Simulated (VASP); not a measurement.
# Sb (P2_1/m) in VASP: single point with PBE

Aim: the single point of Sb with PBE.

Program: VASP 6.6.1. These are calculated values, not measurements. Logs are shortened: lines on timing, memory, paths and dates and some standing lists are left out, and cuts for length are marked.

## Step 1: The cell of the first run

Symmetry: P2_1/m, No. 11, monoclinic system. Conventional cell: a = 2.989 Å, b = 4.394 Å, c = 4.161 Å, α = 90.00°, β = 90.38°, γ = 90.00°. Sb (site symmetry m) has 6 Sb at 2.99 to 3.06 Å within 3.9 Å.

## Step 2: Single point, PBE

File INCAR:

```
PREC = Accurate
ENCUT = 520
EDIFF = 1E-6
ISMEAR = -4
SIGMA = 0.1
LREAL = False
LASPH = True
NELM = 100
ALGO = Normal
ISIF = 2
LWAVE = False
LCHARG = False
GGA = PE
NBANDS = 12
```

File KPOINTS:

```
regular mesh
0
Gamma
  14 10 10
```

File POSCAR:

```
Sb
1.0
    2.9886695223      0.0000000000      0.0034970902
    0.0000000000      4.3942972937      0.0000000000
   -0.0323137163      0.0000000000      4.1606668099
Sb
2
Direct
    0.9801379492      0.7500000000      0.7555702734
    0.0198620508      0.2500000000      0.2444297266
```

Potentials or basis: VASP PAW PBE potentials, release 64 (Sb).

On the command line:

```sh
cat potpaw_PBE.64/Sb/POTCAR > POTCAR
mpirun -np 1 vasp_std > vasp.out
```

OUTCAR:

```text
PREC = Accurate
   ENCUT = 520
   EDIFF = 1E-6
   ISMEAR = -4
   LREAL = False
   LASPH = True
   NELM = 100
   ISIF = 2
   GGA = PE

 ion  position               nearest neighbor table
   1  0.980  0.750  0.756-   2 3.00   2 3.00   2 3.06   2 3.06
   2  0.020  0.250  0.244-   1 3.00   1 3.00   1 3.06   1 3.06

  LATTYP: Found a simple monoclinic cell.
 ALAT       =     2.9886715683
 B/A-ratio  =     1.4703178965
 C/A-ratio  =     1.3921878650
 COS(beta)  =    -0.0065961559

  Lattice vectors:

 A1 = (   2.9886695223,   0.0000000000,   0.0034970902)
 A2 = (   0.0000000000,   4.3942972937,   0.0000000000)
 A3 = (  -0.0323137163,   0.0000000000,   4.1606668099)

Analysis of symmetry for initial positions (statically):
=====================================================================
 Subroutine PRICEL returns:
 Original cell was already a primitive cell.

 Routine SETGRP: Setting up the symmetry group for a
 simple monoclinic supercell.

 Subroutine GETGRP returns: Found  4 space group operations
 (whereof  2 operations were pure point group operations)
 out of a pool of  4 trial point group operations.

The static configuration has the point symmetry S_2 .
 The point group associated with its full space group is C_2h.

Analysis of symmetry for dynamics (positions and initial velocities):
=====================================================================
 Subroutine PRICEL returns:
 Original cell was already a primitive cell.

 Routine SETGRP: Setting up the symmetry group for a
 simple monoclinic supercell.

 Subroutine GETGRP returns: Found  4 space group operations
 (whereof  2 operations were pure point group operations)
 out of a pool of  4 trial point group operations.

The dynamic configuration has the point symmetry S_2 .
 The point group associated with its full space group is C_2h.

 Subroutine INISYM returns: Found  4 space group operations
 (whereof  2 operations are pure point group operations),
 and found     1 'primitive' translations

----------------------------------------------------------------------------------------

                                     Primitive cell

  volume of cell :      54.6430

  direct lattice vectors                    reciprocal lattice vectors
     2.988669522  0.000000000  0.003497090     0.334594007  0.000000000  0.002598616
     0.000000000  4.394297294  0.000000000     0.000000000  0.227567671  0.000000000
[... 97 lines left out ...]
   PSTRESS=    0.0 pullay stress
   NELECT =      10.0000    total number of electrons
   NUPDOWN=      -1.0000    fix difference up-down
   EMIN   =  10.00;   EMAX   =-10.00  energy-range for DOS
   EFERMI =   0.00;   METHOD = LEGACY
   ISMEAR =    -4;   SIGMA  =   0.10  broadening in eV -4-tet -1-fermi 0-gaus
   EFERMI_NEDOS =   21; number of points for ismear=-14 and -15
   IALGO  =     38    algorithm
   IMIX   =      4    mixing-type and parameters
     AMIX     =   0.40;   BMIX     =  1.00
     AMIX_MAG =   1.60;   BMIX_MAG =  1.00
  volume/ion in A,a.u.               =      27.32       184.37
  Fermi-wavevector in a.u.,A,eV,Ry     =   0.929459  1.756422 11.753984  0.863893
  Thomas-Fermi vector in A             =   2.055744
   LORBIT       =      0    0 simple, 1 ext, 2 COOP (PROOUT), +10 PAW based schemes
   GGA     = PE    functional components
   LHFCALC =     F    Hartree Fock is set to
   AEXX    =    0.0000 exact exchange contribution
   IVDW    =     0    specifies the selected vdW correction
   LEPSILON=     F    determine dielectric tensor
   LRPA    =     F    only Hartree local field effects (RPA)
 non-spin polarized calculation
 Fermi weights with tetrahedron method witout Bloechl corrections
  energy-cutoff  :      520.00
  volume of cell :       54.64
 maximum number of plane-waves:      1500
 NGX is ok and might be reduce to    24
   NGX = 11   NGY = 17   NGZ = 15

 number of electron      10.0000000 magnetization

 Free energy of the ion-electron system (eV)
  ---------------------------------------------------
  ext. energy  EPLUGINS =         0.00000000
  ---------------------------------------------------
  free energy    TOTEN  =        -7.91994218 eV

  energy without entropy =       -7.91994218  energy(sigma->0) =       -7.91994218

 E-fermi :   8.3190     XC(G=0): -10.0046

 val. band max:        8.9799202883   @ k =   0.1429   0.0000   0.3000
 cond. band min:       7.6232530602   @ k =   0.0714   0.5000  -0.0000
 fundamental gap:     -1.3566672281
 Fermi energy:         8.3189789580

 k-point     1 :       0.0000    0.0000    0.0000
  band No.  band energies     occupation
      1      -4.8059      2.00000
      2       0.7702      2.00000
      3       3.9990      2.00000
      4       4.6873      2.00000
      5      10.1276      0.00000
      6      11.5810      0.00000
      7      11.8080      0.00000
      8      12.0514      0.00000
      9      15.2493      0.00000
     10      15.2513      0.00000
     11      16.5092      0.00000
     12      17.4171      0.00000
[... 331 lines left out ...]
 k-point    24 :       0.5000    0.2000   -0.0000
  band No.  band energies     occupation
      1      -1.6248      2.00000
      2       2.2820      2.00000
      3       2.7520      2.00000
      4       5.7064      2.00000
      5       7.3154      2.00000
      6       7.7683      1.46479
      7      12.3379      0.00000
      8      12.5127      0.00000
      9      13.2926      0.00000
     10      13.6418      0.00000
     11      14.0419      0.00000
     12      16.4706      0.00000

 [... further k-points ...]

------------------------ aborting loop because EDIFF is reached ----------------------------------------

  FORCE on cell =-STRESS in cart. coord.  units (eV):
  Direction    XX          YY          ZZ          XY          YZ          ZX
  --------------------------------------------------------------------------------------
  -------------------------------------------------------------------------------------
  Total        3.1328989      1.7550520      2.0776553      0.0000000      0.0000000      0.0275486
  in kB       91.8592180     51.4595933     60.9185925      0.0000000      0.0000000      0.8077487
  external PRESSURE =      68.0791346 kB  Pullay stress =       0.0000000 kB

 VOLUME and BASIS-vectors are now :
 -----------------------------------------------------------------------------
  energy-cutoff  :      520.00
  volume of cell :       54.64
      direct lattice vectors                 reciprocal lattice vectors
     2.988669522  0.000000000  0.003497090     0.334594007  0.000000000  0.002598616
     0.000000000  4.394297294  0.000000000     0.000000000  0.227567671  0.000000000
    -0.032313716  0.000000000  4.160666810    -0.000281230  0.000000000  0.240343906

 POSITION                                       TOTAL-FORCE (eV/Angst)
 -----------------------------------------------------------------------------------
      2.90489      3.29572      3.14710         0.048428     -0.000000     -0.080374
      0.05146      1.09857      1.01706        -0.048428      0.000000      0.080374
 -----------------------------------------------------------------------------------
    total drift:                               -0.000000      0.000000      0.000000

  FREE ENERGIE OF THE ION-ELECTRON SYSTEM (eV)
  ---------------------------------------------------
  free  energy   TOTEN  =        -7.9199421779 eV

  energy  without entropy=       -7.9199421779  energy(sigma->0) =       -7.91994218
```

OSZICAR:

```text
N       E                     dE             d eps       ncg     rms          rms(c)
DAV:   1     0.327227042192E+02    0.32723E+02   -0.35093E+03 10368   0.657E+02
DAV:   2    -0.622100601719E+01   -0.38944E+02   -0.37784E+02 13752   0.107E+02
DAV:   3    -0.790075284364E+01   -0.16797E+01   -0.16634E+01 12744   0.242E+01
DAV:   4    -0.791438255317E+01   -0.13630E-01   -0.13626E-01 11832   0.263E+00
DAV:   5    -0.791453469699E+01   -0.15214E-03   -0.15214E-03 12384   0.303E-01    0.320E+00
DAV:   6    -0.791742530451E+01   -0.28906E-02   -0.11577E-03 11928   0.252E-01    0.193E+00
DAV:   7    -0.791980514369E+01   -0.23798E-02   -0.26968E-03 11616   0.382E-01    0.758E-02
DAV:   8    -0.791993290343E+01   -0.12776E-03   -0.11860E-04 12348   0.708E-02    0.149E-02
DAV:   9    -0.791994056084E+01   -0.76574E-05   -0.10001E-05 11832   0.196E-02    0.294E-03
DAV:  10    -0.791994165193E+01   -0.10911E-05   -0.10993E-06 10432   0.583E-03    0.159E-03
DAV:  11    -0.791994217791E+01   -0.52598E-06   -0.83136E-08  6220   0.187E-03
   1 F= -.79199422E+01 E0= -.79199422E+01  d E =0.000000E+00
```

stdout:

```text
POSCAR found type information on POSCAR Sb
 POSCAR found :  1 types and       2 ions
 scaLAPACK will be used
 LDA part: xc-table for (Slater+PW92), standard interpolation
 POSCAR, INCAR and KPOINTS ok, starting setup
 FFT: planning ... GRIDC
 FFT: planning ... GRID_SOFT
 FFT: planning ... GRID
 WAVECAR not read
 entering main loop
 -----------------------------------------------------------------------------
|                                                                             |
|           W    W    AA    RRRRR   N    N  II  N    N   GGGG   !!!           |
|           W    W   A  A   R    R  NN   N  II  NN   N  G    G  !!!           |
|           W    W  A    A  R    R  N N  N  II  N N  N  G       !!!           |
|           W WW W  AAAAAA  RRRRR   N  N N  II  N  N N  G  GGG   !            |
|           WW  WW  A    A  R   R   N   NN  II  N   NN  G    G                |
|           W    W  A    A  R    R  N    N  II  N    N   GGGG   !!!           |
|                                                                             |
|     Tetrahedron method does not include variations of the Fermi             |
|     occupations, so forces and stress will be inaccurate. We suggest        |
|     using a different smearing scheme ISMEAR = 1 or 2 for metals in         |
|     relaxations.                                                            |
|                                                                             |
 -----------------------------------------------------------------------------
```

It took 58 s on 1 thread of Intel Xeon 6975P-C (Granite Rapids), shared host; peak memory 0.37 GiB.

Results:

```yaml
Free_energy: -7.9199 eV
Pressure: 6.8 GPa
Largest_force: 0.094 eV/Å
Band_gap_on_the_k_mesh: zero (bands 5 and 6 overlap by 9.33 eV)
```

Forces on the atoms (eV/Å):
```
Sb   0.048  0.000 -0.080
Sb  -0.048  0.000  0.080
```

Caveat: the cell stands under pressure; spin-orbit coupling is left out, which moves the levels of the heavy elements.
